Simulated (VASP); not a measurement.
Input of a VASP 6.6.1 run:

Contents of INCAR:

```
PREC     = Accurate       # precision mode
ENCUT    = 520            # plane-wave cutoff, eV
EDIFF    = 1E-7           # SCF threshold, eV
ISMEAR   = -1             # smearing method
SIGMA    = 0.1            # smearing width, eV
LREAL    = F              # projectors in reciprocal space
LASPH    = T              # aspherical terms in the spheres
NELM     = 100            # most SCF steps
ALGO     = Normal         # electronic algorithm
ISIF     = 2              # what is computed and relaxed
LWAVE    = F              # write WAVECAR
LCHARG   = T              # write CHGCAR
GGA      = PS             # functional
LELF     = T              # ELF
LVHAR    = T            
NBANDS   = 21             # bands
```

Contents of KPOINTS:

```
Automatic mesh
0
Gamma
  9 9 9
```

POSCAR

```
Pb
1.0
    0.0000000000      3.3615298753      3.3615298753
    3.3615298753      0.0000000000      3.3615298753
    3.3615298753      3.3615298753      0.0000000000
Pb
2
Direct
    0.1250000000      0.1250000000      0.1250000000
    0.8750000000      0.8750000000      0.8750000000
```

Potentials or basis: VASP PAW PBE potentials, release 64 (Pb_d).

Launch:

```bash
$ cat potpaw_PBE.64/Pb_d/POTCAR > POTCAR
$ mpirun -np 1 vasp_std > vasp.out
```

(1) Predict the pressure.

(2) What does it give for the band gap on the k mesh?

## Answers

(1) 3.0 GPa.

(2) zero (band 14 reaches 5.24 eV, above the bottom of band 15 at 4.00 eV).

Caveat: the PAW data sets were made with another functional, which shifts forces and pressure a little; spin-orbit coupling is left out, which moves the levels of the heavy elements.
